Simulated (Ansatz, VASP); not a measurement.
TiAl: VASP beside Ansatz

Contents of INCAR:

```
SYSTEM = TiAl
ALGO     = Fast           ! electronic algorithm
EDIFF    = 1E-6           ! SCF threshold, eV
ENCUT    = 520            ! plane-wave cutoff, eV
GGA      = CA             ! functional
ISIF     = 2              ! what is computed and relaxed
ISMEAR   = 0              ! smearing method
LASPH    = .TRUE.         ! aspherical terms in the spheres
LCHARG   = .TRUE.         ! write CHGCAR
LELF     = .TRUE.         ! ELF
LREAL    = .FALSE.        ! projectors in reciprocal space
LVHAR    = .TRUE.       
LWAVE    = .FALSE.        ! write WAVECAR
NBANDS   = 14             ! bands
NELM     = 100            ! most SCF steps
PREC     = Accurate       ! precision mode
SIGMA    = 0.15           ! smearing width, eV
```

KPOINTS

```
k-points
0
G
  14 14 14
  0 0 0
```

POSCAR

```
TiAl
1.0
    2.9522614856      0.0000000000      0.0000000000
    0.0000000000      3.3818233420      0.0000000000
    0.0000000000      0.0000000000      3.1240862282
Ti Al
1 1
Direct
    0.0000000000      0.0000000000      0.0000000000
    0.5000000000      0.5000000000      0.5000000000
```

Input for Ansatz:

```yaml
crystal:
  lattice:
    - [2.9522614856, 0.0, 0.0]
    - [0.0, 3.381823342, 0.0]
    - [0.0, 0.0, 3.1240862282]
  atoms:
    - { symbol: Ti, position: [0.0, 0.0, 0.0] }
    - { symbol: Al, position: [0.5, 0.5, 0.5] }
basis:
  ecutwfc: 520.0
kpoints:
  mp_grid: { grid: [14, 14, 14] }
hamiltonian:
  xc: lda
  pseudopotentials: { kind: paw, azcp: { folder: soft_1 } }
scf:
  occupations: { method: gaussian, width: 0.15 }
output:
  forces: true
  stress: true
  eigenvalues: true
```

Change from the starting cell: normal strain along x -0.0550, normal strain along y +0.0825.

Alike in both runs: task single point; functional LDA; k mesh 14 × 14 × 14; occupations gaussian, width 0.15 eV; no spin polarisation.

|  | VASP | Ansatz |
| --- | --- | --- |
| version | VASP 6.6.1 | Ansatz 0.2.0 |
| potentials or method | VASP PAW LDA potentials, release 64 (Ti_sv, Al), cutoff 520 eV | scalar-relativistic, plane waves, PAW |
| valence electrons in the cell | 15 | 15 |

Ansatz gave:

| Item | Value |
| --- | --- |
| gap on the k mesh at the Fermi level (eV) | none |
| pressure (GPa) | -2.5 |
| traceless stress, the component that is largest in VASP (GPa) | 4.97 |

Task: Estimate VASP's values.

Result: gap on the k mesh at the Fermi level (eV): none; pressure (GPa): -2.3; traceless stress, the component that is largest in VASP (GPa): 4.98.

Ansatz warns that its potentials were made for another functional, while VASP's fit it. LDA's correlation is that of Perdew and Zunger in VASP and of Perdew and Wang (1992) in Ansatz. A gap of «none» marks a metal or a gap that the smearing closes.
